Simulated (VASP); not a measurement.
# Al3Ga2As5 in VASP: further runs

The runs below take Al3Ga2As5 through single point, with PBE.

Everything below comes from runs of VASP 6.6.1. Logs are shortened: lines on timing, memory, paths and dates and some standing lists are left out, and cuts for length are marked.

### Step 1. The cell of the first run

It takes space group Imm2 (No. 44, orthorhombic). The conventional cell has a = 4.056 Å, b = 20.283 Å, c = 5.734 Å, α = 90.00°, β = 90.00°, γ = 90.00°. Al (site symmetry mm2) has 4 As at 2.48 Å within 3.3 Å. Within 3.3 Å of Al (site symmetry m) lie 4 As at 2.48 Å. Within 3.3 Å of Ga (site symmetry m) lie 4 As at 2.49 Å. Within 3.3 Å of As (site symmetry m) lie 2 Al at 2.48 Å and 2 Ga at 2.49 Å. Within 3.3 Å of As (site symmetry mm2) lie 2 Al at 2.48 Å and 2 Ga at 2.49 Å. Within 3.3 Å of As (site symmetry m) lie 3 Al at 2.48 Å and 1 Ga at 2.49 Å.

### Step 2. Single point, PBE

INCAR

```
ALGO     = Normal         # electronic algorithm
EDIFF    = 1E-6           # SCF threshold, eV
ENCUT    = 500            # plane-wave cutoff, eV
GGA      = PE             # functional
GGA_COMPAT= False        
ISIF     = 2              # what is computed and relaxed
ISMEAR   = 0              # smearing method
LASPH    = True           # aspherical terms in the spheres
LCHARG   = False          # write CHGCAR
LREAL    = False          # projectors in reciprocal space
LWAVE    = False          # write WAVECAR
NBANDS   = 41             # bands
NELM     = 120            # most SCF steps
PREC     = Accurate       # precision mode
SIGMA    = 0.1            # smearing width, eV
```

KPOINTS

```
k-points
0
Gamma
  4 4 4
```

POSCAR

```
Al3Ga2As5
1.0
   -4.0562222000      0.0000000000      0.0000000000
    0.0000000000      0.0000000000      5.7335302000
    2.0281111000     10.1416344000     -2.8667651000
Al Ga As
3 2 5
Direct
    1.0000000000      0.0001290000      0.0000000000
    0.7998850000      0.7997190000      0.5997700000
    0.2001150000      0.1999490000      0.4002300000
    0.5999930000      0.6000580000      0.1999860000
    0.4000070000      0.4000720000      0.8000140000
    0.1000730000      0.3484770000      0.2001460000
    0.5000000000      0.7514710000      0.0000000000
    0.8999270000      0.1483310000      0.7998540000
    0.2997525000      0.5506490000      0.5995050000
    0.7002475000      0.9511440000      0.4004950000
```

Potentials or basis: VASP PAW PBE potentials, release 64 (Al, Ga_d, As).

Run with:

```console
cat potpaw_PBE.64/Al/POTCAR potpaw_PBE.64/Ga_d/POTCAR potpaw_PBE.64/As/POTCAR > POTCAR
mpirun -np 1 vasp_std > vasp.out
```

OUTCAR:

```text
EDIFF = 1E-6
   ENCUT = 500
   GGA = PE
   ISIF = 2
   ISMEAR = 0
   LASPH = True
   LREAL = False
   NELM = 120
   PREC = Accurate

 ion  position               nearest neighbor table
   1  0.000  0.000  0.000-   7 2.48   7 2.48   8 2.48   6 2.48
   2  0.800  0.800  0.600-   8 2.48   9 2.48   9 2.48  10 2.48
   3  0.200  0.200  0.400-   6 2.48  10 2.48  10 2.48   9 2.48
   4  0.600  0.600  0.200-   7 2.49   6 2.49   6 2.49  10 2.49
   5  0.400  0.400  0.800-   7 2.49   8 2.49   8 2.49   9 2.49
   6  0.100  0.348  0.200-   1 2.48   3 2.48   4 2.49   4 2.49
   7  0.500  0.751  0.000-   1 2.48   1 2.48   5 2.49   4 2.49
   8  0.900  0.148  0.800-   1 2.48   2 2.48   5 2.49   5 2.49
   9  0.300  0.551  0.600-   2 2.48   2 2.48   3 2.48   5 2.49
  10  0.700  0.951  0.400-   3 2.48   3 2.48   2 2.48   4 2.49

  LATTYP: Found a body centered orthorhombic cell.
 ALAT       =     4.0562222000
 B/A-ratio  =     1.4135148217
 C/A-ratio  =     5.0005319728

  Lattice vectors:

 A1 = (  -2.0281111000, -10.1416344000,   2.8667651000)
 A2 = (   2.0281111000, -10.1416344000,  -2.8667651000)
 A3 = (   2.0281111000,  10.1416344000,   2.8667651000)

Analysis of symmetry for initial positions (statically):
=====================================================================
 Subroutine PRICEL returns:
 Original cell was already a primitive cell.

 Routine SETGRP: Setting up the symmetry group for a
 body centered orthorhombic supercell.

 Subroutine GETGRP returns: Found  4 space group operations
 (whereof  4 operations were pure point group operations)
 out of a pool of  8 trial point group operations.

The static configuration has the point symmetry C_2v.

Analysis of symmetry for dynamics (positions and initial velocities):
=====================================================================
 Subroutine PRICEL returns:
 Original cell was already a primitive cell.

 Routine SETGRP: Setting up the symmetry group for a
 body centered orthorhombic supercell.

 Subroutine GETGRP returns: Found  4 space group operations
 (whereof  4 operations were pure point group operations)
 out of a pool of  8 trial point group operations.

The dynamic configuration has the point symmetry C_2v.

 Subroutine INISYM returns: Found  4 space group operations
 (whereof  4 operations are pure point group operations),
 and found     1 'primitive' translations

----------------------------------------------------------------------------------------

                                     Primitive cell

  volume of cell :     235.8586

  direct lattice vectors                    reciprocal lattice vectors
    -4.056222200  0.000000000  0.000000000    -0.246534818  0.049301718  0.000000000
     0.000000000  0.000000000  5.733530200     0.000000000  0.049301718  0.174412616
     2.028111100 10.141634400 -2.866765100     0.000000000  0.098603436  0.000000000

  length of vectors
     4.056222200  5.733530200 10.732396055     0.251416140  0.181246848  0.098603436

  position of ions in fractional coordinates (direct lattice)
     0.000000000  0.000129000  0.000000000
     0.799885000  0.799719000  0.599770000
     0.200115000  0.199949000  0.400230000
     0.599993000  0.600058000  0.199986000
     0.400007000  0.400072000  0.800014000
     0.100073000  0.348477000  0.200146000
     0.500000000  0.751471000  0.000000000
     0.899927000  0.148331000  0.799854000
     0.299752500  0.550649000  0.599505000
     0.700247500  0.951144000  0.400495000

  ion indices of the primitive-cell ions
   primitive index   ion index
                 1           1
                 2           2
                 3           3
                 4           4
                 5           5
                 6           6
                 7           7
                 8           8
                 9           9
                10          10

----------------------------------------------------------------------------------------

 KPOINTS: k-points

Automatic generation of k-mesh.
 Grid dimensions read from file:
 generate k-points for:    4    4    4

 Generating k-lattice:

  Cartesian coordinates                     Fractional coordinates (reciprocal lattice)
    -0.061633704  0.012325430  0.000000000     0.250000000  0.000000000  0.000000000
     0.000000000  0.012325430  0.043603154     0.000000000  0.250000000  0.000000000
     0.000000000  0.024650859  0.000000000     0.000000000  0.000000000  0.250000000

  Length of vectors
     0.062854035  0.045311712  0.024650859

  Shift w.r.t. Gamma in fractional coordinates (k-lattice)
     0.000000000  0.000000000  0.000000000

 Subroutine IBZKPT returns following result:
 ===========================================

 Found     18 irreducible k-points:

 Following reciprocal coordinates:
            Coordinates               Weight
  0.000000  0.000000  0.000000      1.000000
  0.250000  0.000000  0.000000      4.000000
  0.500000  0.000000  0.000000      2.000000
  0.000000  0.250000  0.000000      4.000000
  0.250000  0.250000  0.000000      8.000000
  0.500000  0.250000  0.000000      8.000000
[... 10 lines left out ...]
  0.500000  0.500000  0.250000      2.000000
  0.000000  0.000000  0.500000      1.000000
   k-points           NKPTS =     18   k-points in BZ     NKDIM =     18   number of bands    NBANDS=     41
   number of dos      NEDOS =    301   number of ions     NIONS =     10
   total plane-waves  NPLWV = 100800
   dimension x,y,z NGX =    30 NGY =   42 NGZ =   80
   dimension x,y,z NGXF=    60 NGYF=   84 NGZF=  160
   ions per type =               3   2   5
   NGX,Y,Z   is equivalent  to a cutoff of  12.30, 12.18, 12.39 a.u.
   NGXF,Y,Z  is equivalent  to a cutoff of  24.59, 24.36, 24.78 a.u.
 SYSTEM =  unknown system
   PREC   = accura    normal or accurate (medium, high low for compatibility)
   ISTART =      0    job   : 0-new  1-cont  2-samecut
   ICHARG =      2    charge: 1-file 2-atom 10-const
   ISPIN  =      1    spin polarized calculation?
   LNONCOLLINEAR =      F non collinear calculations
   LSORBIT =      F    spin-orbit coupling
   LASPH  =      T    aspherical Exc in radial PAW
   ENCUT  =  500.0 eV  36.75 Ry    6.06 a.u.   7.40 10.45 19.57*2*pi/ulx,y,z
   NELM   =    120;   NELMIN=  2; NELMDL= -5     # of ELM steps
   EDIFF  = 0.1E-05   stopping-criterion for ELM
   LREAL  =      F    real-space projection
   EDIFFG = 0.1E-04   stopping-criterion for IOM
   NSW    =      0    number of steps for IOM
   IBRION =     -1    ionic relax: 0-MD 1-quasi-New 2-CG
   NFREE  =      0    steps in history (QN), initial steepest desc. (CG)
   ISIF   =      2    stress and relaxation
   ISYM   =      2    0-nonsym 1-usesym 2-fastsym
   POTIM  = 0.5000    time-step for ionic-motion
   TEBEG  =    0.0;   TEEND  =   0.0 temperature during run
   PSTRESS=    0.0 pullay stress
   NELECT =      60.0000    total number of electrons
   NUPDOWN=      -1.0000    fix difference up-down
   EMIN   =  10.00;   EMAX   =-10.00  energy-range for DOS
   EFERMI =   0.00;   METHOD = LEGACY
   ISMEAR =     0;   SIGMA  =   0.10  broadening in eV -4-tet -1-fermi 0-gaus
   EFERMI_NEDOS =   21; number of points for ismear=-14 and -15
   IALGO  =     38    algorithm
   IMIX   =      4    mixing-type and parameters
     AMIX     =   0.40;   BMIX     =  1.00
     AMIX_MAG =   1.60;   BMIX_MAG =  1.00
  volume/ion in A,a.u.               =      23.59       159.17
  Fermi-wavevector in a.u.,A,eV,Ry     =   1.037309  1.960229 14.639993  1.076009
  Thomas-Fermi vector in A             =   2.171740
   LORBIT       =      0    0 simple, 1 ext, 2 COOP (PROOUT), +10 PAW based schemes
   GGA     = PE    functional components
   LHFCALC =     F    Hartree Fock is set to
   AEXX    =    0.0000 exact exchange contribution
   IVDW    =     0    specifies the selected vdW correction
   LEPSILON=     F    determine dielectric tensor
   LRPA    =     F    only Hartree local field effects (RPA)
 non-spin polarized calculation
 Gauss-broadening in eV      SIGMA  =   0.10
  energy-cutoff  :      500.00
  volume of cell :      235.86
 maximum number of plane-waves:      6037
 NGX is ok and might be reduce to    30
   NGX = 15   NGY = 21   NGZ = 39

 number of electron      60.0000020 magnetization

 Free energy of the ion-electron system (eV)
  ---------------------------------------------------
  ext. energy  EPLUGINS =         0.00000000
  ---------------------------------------------------
  free energy    TOTEN  =       -44.57411241 eV

  energy without entropy =      -44.57411241  energy(sigma->0) =      -44.57411241

 E-fermi :   3.9785     XC(G=0):  -9.0886

 val. band max:        3.5574559389   @ k =   0.0000   0.0000   0.0000
 cond. band min:       4.6370143412   @ k =   0.0000   0.0000   0.0000
 fundamental gap:      1.0795584023
 Fermi energy:         3.9784620403

 k-point     1 :       0.0000    0.0000    0.0000
  band No.  band energies     occupation
      1     -11.0046      2.00000
      2     -10.9845      2.00000
      3     -10.9834      2.00000
      4     -10.9578      2.00000
      5     -10.9448      2.00000
      6     -10.9440      2.00000
[... 33 lines left out ...]
     40       7.5778      0.00000
     41       8.4996      0.00000

 k-point     2 :       0.2500    0.0000    0.0000
  band No.  band energies     occupation
      1     -10.9980      2.00000
      2     -10.9847      2.00000
      3     -10.9824      2.00000
      4     -10.9618      2.00000
      5     -10.9558      2.00000
      6     -10.9400      2.00000
[... 33 lines left out ...]
     40       8.4868      0.00000
     41       8.6716      0.00000

 k-point     3 :       0.5000    0.0000    0.0000
  band No.  band energies     occupation
      1     -10.9958      2.00000
      2     -10.9932      2.00000
      3     -10.9865      2.00000
      4     -10.9625      2.00000
      5     -10.9574      2.00000
      6     -10.9319      2.00000
[... 33 lines left out ...]
     40       8.0792      0.00000
     41       8.8106      0.00000

 k-point     4 :       0.0000    0.2500    0.0000
  band No.  band energies     occupation
      1     -11.0063      2.00000
      2     -10.9855      2.00000
      3     -10.9839      2.00000
      4     -10.9580      2.00000
      5     -10.9449      2.00000
      6     -10.9441      2.00000
[... 561 lines left out ...]
     40       8.1994      0.00000
     41       8.2629      0.00000

 k-point    17 :       0.5000    0.5000    0.2500
  band No.  band energies     occupation
      1     -10.9983      2.00000
      2     -10.9951      2.00000
      3     -10.9878      2.00000
      4     -10.9631      2.00000
      5     -10.9577      2.00000
      6     -10.9320      2.00000
[... 33 lines left out ...]
     40       8.3451      0.00000
     41       8.5728      0.00000

 k-point    18 :       0.0000    0.0000    0.5000
  band No.  band energies     occupation
      1     -11.0046      2.00000
      2     -10.9851      2.00000
      3     -10.9826      2.00000
      4     -10.9581      2.00000
      5     -10.9448      2.00000
      6     -10.9440      2.00000
[... 33 lines left out ...]
     40       7.8336      0.00000
     41       8.6548      0.00000

------------------------ aborting loop because EDIFF is reached ----------------------------------------

  FORCE on cell =-STRESS in cart. coord.  units (eV):
  Direction    XX          YY          ZZ          XY          YZ          ZX
  --------------------------------------------------------------------------------------
  -------------------------------------------------------------------------------------
  Total        0.9653620      0.0629550     -0.1601128      0.0000000      0.0000000      0.0000000
  in kB        6.5576612      0.4276508     -1.0876395      0.0000000      0.0000000      0.0000000
  external PRESSURE =       1.9658908 kB  Pullay stress =       0.0000000 kB

 VOLUME and BASIS-vectors are now :
 -----------------------------------------------------------------------------
  energy-cutoff  :      500.00
  volume of cell :      235.86
      direct lattice vectors                 reciprocal lattice vectors
    -4.056222200  0.000000000  0.000000000    -0.246534818  0.049301718  0.000000000
     0.000000000  0.000000000  5.733530200     0.000000000  0.049301718  0.174412616
     2.028111100 10.141634400 -2.866765100     0.000000000  0.098603436  0.000000000

 POSITION                                       TOTAL-FORCE (eV/Angst)
 -----------------------------------------------------------------------------------
      0.00000      0.00000      0.00074        -0.000000      0.000000     -0.008068
     -2.02811      6.08265      2.86581        -0.000000      0.003869     -0.007253
      0.00000      4.05899     -0.00095         0.000000     -0.003869     -0.007253
     -2.02811      2.02818      2.86714         0.000000      0.000111     -0.006527
     -0.00000      8.11345      0.00037        -0.000000     -0.000111     -0.006527
     -0.00000      2.02981      1.42423         0.000000      0.002001     -0.003334
     -2.02811      0.00000      4.30858         0.000000      0.000000      0.017907
     -2.02811      8.11183     -1.44253         0.000000     -0.002001     -0.003334
      0.00000      6.07996      1.43852         0.000000     -0.001795      0.012195
     -2.02811      4.06167      4.30529         0.000000      0.001795      0.012195
 -----------------------------------------------------------------------------------
    total drift:                               -0.000001     -0.000020      0.000039

  FREE ENERGIE OF THE ION-ELECTRON SYSTEM (eV)
  ---------------------------------------------------
  free  energy   TOTEN  =       -44.5741124104 eV

  energy  without entropy=      -44.5741124104  energy(sigma->0) =      -44.57411241
```

Wall time 4.2 min (1 thread of Oxide Virtual Turin-like, shared host); peak memory 0.35 GiB.

What came out:

```yaml
Free_energy: -44.5741 eV
Pressure: 0.2 GPa
Largest_force: 0.018 eV/Å
Band_gap_on_the_k_mesh: 1.08 eV
```

Forces in eV/Å, atoms in the order of the input:
```
Al   0.000  0.000 -0.008
Al   0.000  0.004 -0.007
Al   0.000 -0.004 -0.007
Ga   0.000  0.000 -0.007
Ga   0.000  0.000 -0.007
As   0.000  0.002 -0.003
As   0.000  0.000  0.018
As   0.000 -0.002 -0.003
As   0.000 -0.002  0.012
As   0.000  0.002  0.012
```

A k mesh can miss the band edges.

[end of part 1 of 2]
